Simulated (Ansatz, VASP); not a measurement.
**AgI in VASP and in Ansatz**

```xyz
4
Lattice="4.6855 0.0000 0.0000 -2.3428 4.0578 0.0000 0.0000 0.0000 7.6643" Properties=species:S:1:pos:R:3 pbc="T T T"
Ag    2.3428    1.3526    4.8105
Ag    0.0000    2.7052    0.9783
I     2.3428    1.3526    0.0180
I     0.0000    2.7052    3.8502
```

Alike in both runs: task relaxation of cell and atoms; functional LDA; k mesh 9 × 9 × 4; occupations gaussian, width 0.02 eV; no spin polarisation.

```csv
,VASP,Ansatz
version,VASP 6.6.1,Ansatz 0.2.0
potentials or method,"VASP PAW LDA potentials, release 64 (Ag, I), cutoff 500 eV","scalar-relativistic, plane waves, PAW"
valence electrons in the cell,36,72
```

|  | VASP | Ansatz | Ansatz less VASP |
| --- | --- | --- | --- |
| gap on the k mesh at the Fermi level, each at its own relaxed structure (eV) | 1.13 | 1.09 | -0.036 |
| relaxed volume (Å³/atom) | 31.97 | 31.98 | +0.008 |
| relaxed cell length with the largest relative difference (Å) | 7.337 | 7.341 | +0.0036 |

LDA's correlation is that of Perdew and Zunger in VASP and of Perdew and Wang (1992) in Ansatz. VASP's potentials hold 36 valence electrons a cell and Ansatz's 72, so a difference there can come from the potentials and not from the codes.

Spin-orbit coupling is off throughout.
